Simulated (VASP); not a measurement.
# BH12C3N (R3m) in VASP: further runs

BH12C3N is run at these levels: PBE; tasks: single point, relaxation of the atoms.

Everything below comes from runs of VASP 6.6.1. Logs are shortened: lines on timing, memory, paths and dates and some standing lists are left out, and cuts for length are marked.

## 1. The cell of the first run

It takes space group R3m (No. 160, trigonal). The conventional cell has a = 9.079 Å, b = 9.079 Å, c = 5.892 Å, α = 90.00°, β = 90.00°, γ = 120.00°. Within 1.6 Å of B (site symmetry 3m) lie 3 H at 1.22 Å. H (site symmetry m) has 1 C at 1.10 Å within 1.5 Å. H (site symmetry 1) has 1 C at 1.09 Å within 1.5 Å. H (site symmetry m) has 1 B at 1.22 Å within 1.6 Å. C (site symmetry m) has 3 H at 1.09 to 1.10 Å and 1 N at 1.49 Å within 1.5 Å. N (site symmetry 3m) has 3 C at 1.49 Å and 1 B at 1.62 Å within 2.0 Å.

## 2. Single point, PBE

File INCAR:

```
SYSTEM = BH12C3N
ALGO     = Normal         ! electronic algorithm
EDIFF    = 1E-6           ! SCF threshold, eV
ENCUT    = 520            ! plane-wave cutoff, eV
GGA      = PE             ! functional
ISIF     = 2              ! what is computed and relaxed
ISMEAR   = -1             ! smearing method
LASPH    = .True.         ! aspherical terms in the spheres
LCHARG   = .False.        ! write CHGCAR
LREAL    = Auto         
LWAVE    = .False.        ! write WAVECAR
NBANDS   = 30             ! bands
NELM     = 100            ! most SCF steps
PREC     = Accurate       ! precision mode
SIGMA    = 0.02           ! smearing width, eV
```

File KPOINTS:

```
k-points
0
Gamma
  4 4 4
  0 0 0
```

File POSCAR:

```
BH12C3N
1.0
    4.5396000000      2.6209392820      1.9640666667
   -4.5396000000      2.6209392820      1.9640666667
    0.0000000000     -5.2418785640      1.9640666667
B H C N
1 12 3 1
Direct
    0.9181599256      0.9181599256      0.9181599256
    0.2810692143      0.5465566461      0.2810692143
    0.2810692143      0.2810692143      0.5465566461
    0.5465566461      0.2810692143      0.2810692143
    0.3994961410      0.8616661986      0.5962548632
    0.5962548632      0.3994961410      0.8616661986
    0.8616661986      0.5962548632      0.3994961410
    0.5962548632      0.8616661986      0.3994961410
    0.8616661986      0.3994961410      0.5962548632
    0.3994961410      0.5962548632      0.8616661986
    0.0529047504      0.0529047504      0.8299903206
    0.8299903206      0.0529047504      0.0529047504
    0.0529047504      0.8299903206      0.0529047504
    0.4670281886      0.7335063049      0.4670281886
    0.4670281886      0.4670281886      0.7335063049
    0.7335063049      0.4670281886      0.4670281886
    0.6433480908      0.6433480908      0.6433480908
```

Potentials or basis: VASP PAW PBE potentials, release 64 (B, H, C, N).

Command:

```console
$ cat potpaw_PBE.64/B/POTCAR potpaw_PBE.64/H/POTCAR potpaw_PBE.64/C/POTCAR potpaw_PBE.64/N/POTCAR > POTCAR
$ mpirun -np 1 vasp_std > vasp.out
```

OUTCAR:

```text
SYSTEM = BH12C3N
   EDIFF = 1E-6
   ENCUT = 520
   GGA = PE
   ISIF = 2
   ISMEAR = -1
   LASPH = .True.
   LREAL = Auto
   NELM = 100
   PREC = Accurate

 ion  position               nearest neighbor table
   1  0.918  0.918  0.918-  11 1.22  12 1.22  13 1.22  17 1.62
   2  0.281  0.547  0.281-  14 1.10
   3  0.281  0.281  0.547-  15 1.10
   4  0.547  0.281  0.281-  16 1.10
   5  0.399  0.862  0.596-  14 1.09
   6  0.596  0.399  0.862-  15 1.09
   7  0.862  0.596  0.399-  16 1.09
   8  0.596  0.862  0.399-  14 1.09
   9  0.862  0.399  0.596-  16 1.09
  10  0.399  0.596  0.862-  15 1.09
  11  0.053  0.053  0.830-   1 1.22
  12  0.830  0.053  0.053-   1 1.22
  13  0.053  0.830  0.053-   1 1.22
  14  0.467  0.734  0.467-   8 1.09   5 1.09   2 1.10  17 1.49
  15  0.467  0.467  0.734-   6 1.09  10 1.09   3 1.10  17 1.49
  16  0.734  0.467  0.467-   7 1.09   9 1.09   4 1.10  17 1.49
  17  0.643  0.643  0.643-  15 1.49  14 1.49  16 1.49   1 1.62

  LATTYP: Found a trigonal (rhomboedric) cell.
 ALAT       =     5.5977539023
 COS(alpha) =    -0.3153386074

  Lattice vectors:

 A1 = (   4.5396000000,   2.6209392820,   1.9640666667)
 A2 = (  -4.5396000000,   2.6209392820,   1.9640666667)
 A3 = (   0.0000000000,  -5.2418785640,   1.9640666667)

Analysis of symmetry for initial positions (statically):
=====================================================================
 Subroutine PRICEL returns:
 Original cell was already a primitive cell.

 Routine SETGRP: Setting up the symmetry group for a
 trigonal (rhombohedral) supercell.

 Subroutine GETGRP returns: Found  6 space group operations
 (whereof  6 operations were pure point group operations)
 out of a pool of 12 trial point group operations.

The static configuration has the point symmetry C_3v.

Analysis of symmetry for dynamics (positions and initial velocities):
=====================================================================
 Subroutine PRICEL returns:
 Original cell was already a primitive cell.

 Routine SETGRP: Setting up the symmetry group for a
 trigonal (rhombohedral) supercell.

 Subroutine GETGRP returns: Found  6 space group operations
 (whereof  6 operations were pure point group operations)
 out of a pool of 12 trial point group operations.

The dynamic configuration has the point symmetry C_3v.

 Subroutine INISYM returns: Found  6 space group operations
 (whereof  6 operations are pure point group operations),
 and found     1 'primitive' translations

----------------------------------------------------------------------------------------

                                     Primitive cell

  volume of cell :     140.2110

  direct lattice vectors                    reciprocal lattice vectors
     4.539600000  2.620939282  1.964066667     0.110141863  0.063590434  0.169715896
    -4.539600000  2.620939282  1.964066667    -0.110141863  0.063590434  0.169715896
     0.000000000 -5.241878564  1.964066667     0.000000000 -0.127180868  0.169715896

  length of vectors
     5.597753902  5.597753902  5.597753902     0.212081254  0.212081254  0.212081254

  position of ions in fractional coordinates (direct lattice)
     0.918159926  0.918159926  0.918159926
     0.281069214  0.546556646  0.281069214
     0.281069214  0.281069214  0.546556646
     0.546556646  0.281069214  0.281069214
     0.399496141  0.861666199  0.596254863
     0.596254863  0.399496141  0.861666199
[... 9 lines left out ...]
     0.733506305  0.467028189  0.467028189
     0.643348091  0.643348091  0.643348091

  ion indices of the primitive-cell ions
   primitive index   ion index
                 1           1
                 2           2
                 3           3
                 4           4
                 5           5
                 6           6
[... 9 lines left out ...]
                16          16
                17          17

----------------------------------------------------------------------------------------

 KPOINTS: k-points

Automatic generation of k-mesh.
 Grid dimensions read from file:
 generate k-points for:    4    4    4

 Generating k-lattice:

  Cartesian coordinates                     Fractional coordinates (reciprocal lattice)
     0.027535466  0.015897609  0.042428974     0.250000000  0.000000000 -0.000000000
    -0.027535466  0.015897609  0.042428974     0.000000000  0.250000000 -0.000000000
     0.000000000 -0.031795217  0.042428974    -0.000000000 -0.000000000  0.250000000

  Length of vectors
     0.053020314  0.053020314  0.053020314

  Shift w.r.t. Gamma in fractional coordinates (k-lattice)
     0.000000000  0.000000000  0.000000000

 Subroutine IBZKPT returns following result:
 ===========================================

 Found     13 irreducible k-points:

 Following reciprocal coordinates:
            Coordinates               Weight
  0.000000  0.000000  0.000000      1.000000
  0.250000 -0.000000  0.000000      6.000000
  0.500000 -0.000000  0.000000      3.000000
  0.250000  0.250000  0.000000      6.000000
  0.500000  0.250000  0.000000     12.000000
 -0.250000  0.250000  0.000000      6.000000
  0.500000  0.500000  0.000000      3.000000
  0.250000  0.250000  0.250000      2.000000
  0.500000  0.250000  0.250000      6.000000
 -0.250000  0.250000  0.250000      6.000000
  0.500000  0.500000  0.250000      6.000000
 -0.250000  0.500000  0.250000      6.000000
  0.500000  0.500000  0.500000      1.000000
   k-points           NKPTS =     13   k-points in BZ     NKDIM =     13   number of bands    NBANDS=     30
   number of dos      NEDOS =    301   number of ions     NIONS =     17
   total plane-waves  NPLWV =  74088
   dimension x,y,z NGX =    42 NGY =   42 NGZ =   42
   dimension x,y,z NGXF=    84 NGYF=   84 NGZF=   84
   ions per type =               1  12   3   1
   NGX,Y,Z   is equivalent  to a cutoff of  12.47, 12.47, 12.47 a.u.
   NGXF,Y,Z  is equivalent  to a cutoff of  24.95, 24.95, 24.95 a.u.
 SYSTEM =  BH12C3N
   PREC   = accura    normal or accurate (medium, high low for compatibility)
   ISTART =      0    job   : 0-new  1-cont  2-samecut
   ICHARG =      2    charge: 1-file 2-atom 10-const
   ISPIN  =      1    spin polarized calculation?
   LNONCOLLINEAR =      F non collinear calculations
   LSORBIT =      F    spin-orbit coupling
   LASPH  =      T    aspherical Exc in radial PAW
   ENCUT  =  520.0 eV  38.22 Ry    6.18 a.u.  10.41 10.41 10.41*2*pi/ulx,y,z
   NELM   =    100;   NELMIN=  2; NELMDL= -5     # of ELM steps
   EDIFF  = 0.1E-05   stopping-criterion for ELM
   LREAL  =      T    real-space projection
   EDIFFG = 0.1E-04   stopping-criterion for IOM
   NSW    =      0    number of steps for IOM
   IBRION =     -1    ionic relax: 0-MD 1-quasi-New 2-CG
   NFREE  =      0    steps in history (QN), initial steepest desc. (CG)
   ISIF   =      2    stress and relaxation
   ISYM   =      2    0-nonsym 1-usesym 2-fastsym
   POTIM  = 0.5000    time-step for ionic-motion
   TEBEG  =    0.0;   TEEND  =   0.0 temperature during run
   PSTRESS=    0.0 pullay stress
   NELECT =      32.0000    total number of electrons
   NUPDOWN=      -1.0000    fix difference up-down
   EMIN   =  10.00;   EMAX   =-10.00  energy-range for DOS
   EFERMI =   0.00;   METHOD = LEGACY
   ISMEAR =    -1;   SIGMA  =   0.02  broadening in eV -4-tet -1-fermi 0-gaus
   EFERMI_NEDOS =   21; number of points for ismear=-14 and -15
   IALGO  =     38    algorithm
   IMIX   =      4    mixing-type and parameters
     AMIX     =   0.40;   BMIX     =  1.00
     AMIX_MAG =   1.60;   BMIX_MAG =  1.00
  volume/ion in A,a.u.               =       8.25        55.66
  Fermi-wavevector in a.u.,A,eV,Ry     =   1.000455  1.890585 13.618205  1.000910
  Thomas-Fermi vector in A             =   2.132812
   LORBIT       =      0    0 simple, 1 ext, 2 COOP (PROOUT), +10 PAW based schemes
   GGA     = PE    functional components
   LHFCALC =     F    Hartree Fock is set to
   AEXX    =    0.0000 exact exchange contribution
   IVDW    =     0    specifies the selected vdW correction
   LEPSILON=     F    determine dielectric tensor
   LRPA    =     F    only Hartree local field effects (RPA)
 non-spin polarized calculation
  energy-cutoff  :      520.00
  volume of cell :      140.21
 maximum number of plane-waves:      3792
 NGX is ok and might be reduce to    42
   NGX = 21   NGY = 21   NGZ = 21

 number of electron      31.9999997 magnetization

 Free energy of the ion-electron system (eV)
  ---------------------------------------------------
  ext. energy  EPLUGINS =         0.00000000
  ---------------------------------------------------
  free energy    TOTEN  =       -86.13656900 eV

  energy without entropy =      -86.13656900  energy(sigma->0) =      -86.13656900

 E-fermi :  -2.2563     XC(G=0):  -7.5257

 val. band max:       -2.7370794268   @ k =   0.5000   0.5000   0.5000
 cond. band min:       3.5577222342   @ k =   0.0000   0.0000   0.0000
 fundamental gap:      6.2948016610
 Fermi energy:        -2.2562912669

 k-point     1 :       0.0000    0.0000    0.0000
  band No.  band energies     occupation
      1     -20.3353      2.00000
      2     -13.9481      2.00000
      3     -13.9481      2.00000
      4     -11.8043      2.00000
      5      -9.5473      2.00000
      6      -8.0743      2.00000
[... 20 lines left out ...]
     27       8.8900      0.00000
     28       8.8900      0.00000

 k-point     2 :       0.2500   -0.0000    0.0000
  band No.  band energies     occupation
      1     -20.3288      2.00000
      2     -14.0172      2.00000
      3     -13.9481      2.00000
      4     -11.7626      2.00000
      5      -9.5502      2.00000
      6      -8.1483      2.00000
[... 333 lines left out ...]
 k-point    13 :       0.5000    0.5000    0.5000
  band No.  band energies     occupation
      1     -20.3064      2.00000
      2     -14.1143      2.00000
      3     -14.1143      2.00000
      4     -11.4461      2.00000
      5      -9.4079      2.00000
      6      -8.3665      2.00000
[... 20 lines left out ...]
     27       9.0621      0.00000
     28       9.0621      0.00000
 [bands above 28 left out]

------------------------ aborting loop because EDIFF is reached ----------------------------------------

  FORCE on cell =-STRESS in cart. coord.  units (eV):
  Direction    XX          YY          ZZ          XY          YZ          ZX
  --------------------------------------------------------------------------------------
  -------------------------------------------------------------------------------------
  Total        0.6015073      0.6015073      0.4255732     -0.0000000      0.0000000      0.0000000
  in kB        6.8733658      6.8733658      4.8629839     -0.0000000      0.0000000      0.0000000
  external PRESSURE =       6.2032385 kB  Pullay stress =       0.0000000 kB

 VOLUME and BASIS-vectors are now :
 -----------------------------------------------------------------------------
  energy-cutoff  :      520.00
  volume of cell :      140.21
      direct lattice vectors                 reciprocal lattice vectors
     4.539600000  2.620939282  1.964066667     0.110141863  0.063590434  0.169715896
    -4.539600000  2.620939282  1.964066667    -0.110141863  0.063590434  0.169715896
     0.000000000 -5.241878564  1.964066667     0.000000000 -0.127180868  0.169715896

 POSITION                                       TOTAL-FORCE (eV/Angst)
 -----------------------------------------------------------------------------------
      0.00000      0.00000      5.40998         0.000000     -0.000000     -0.022187
     -1.20521      0.69583      2.17755        -0.002599      0.001501     -0.022158
      0.00000     -1.39165      2.17755         0.000000     -0.003001     -0.022158
      1.20521      0.69583      2.17755         0.002599      0.001501     -0.022158
     -2.09807      0.17993      3.64809        -0.016160     -0.006924      0.002198
      0.89321     -1.90695      3.64809         0.014076     -0.010533      0.002198
[... 9 lines left out ...]
      1.20970      0.69842      3.27520         0.012688      0.007325      0.011469
      0.00000      0.00000      3.79074         0.000000     -0.000000      0.031283
 -----------------------------------------------------------------------------------
    total drift:                               -0.000000      0.000000      0.020605

  FREE ENERGIE OF THE ION-ELECTRON SYSTEM (eV)
  ---------------------------------------------------
  free  energy   TOTEN  =       -86.1365689961 eV

  energy  without entropy=      -86.1365689961  energy(sigma->0) =      -86.13656900
```

Run time: 3.7 min. Hardware: 1 thread of Oxide Virtual Turin-like, shared host; peak memory 0.24 GiB.

What came out:

```yaml
Free_energy: -86.1366 eV
Pressure: 0.6 GPa
Largest_force: 0.031 eV/Å
Band_gap_on_the_k_mesh: 6.29 eV, indirect (least direct gap 6.37 eV)
```

Forces on the atoms (eV/Å):
```
B    0.000  0.000 -0.022
H   -0.003  0.002 -0.022
H    0.000 -0.003 -0.022
H    0.003  0.002 -0.022
H   -0.016 -0.007  0.002
H    0.014 -0.011  0.002
H    0.002  0.017  0.002
H   -0.002  0.017  0.002
H    0.016 -0.007  0.002
H   -0.014 -0.011  0.002
H    0.000  0.009  0.003
H   -0.007 -0.004  0.003
H    0.007 -0.004  0.003
C   -0.013  0.007  0.011
C    0.000 -0.015  0.011
C    0.013  0.007  0.011
N    0.000  0.000  0.031
```

Levels at points of the mesh, in eV from the valence-band top:
| k point | band 14 | band 15 | band 16 | band 17 | band 18 | band 19 |
| --- | --- | --- | --- | --- | --- | --- |
| (0.00, 0.00, 0.00) | -0.78 | -0.08 | -0.08 | 6.29 | 8.01 | 8.01 |
| (0.50, 0.00, 0.00) | -1.58 | -0.10 | -0.02 | 6.62 | 7.75 | 8.11 |
| (0.50, 0.50, 0.00) | -0.95 | -0.30 | -0.15 | 6.99 | 7.73 | 8.06 |
| (0.50, 0.50, 0.50) | -1.53 | 0.00 | 0.00 | 6.81 | 7.28 | 7.28 |

A k mesh can miss the band edges.

[end of part 1 of 2]
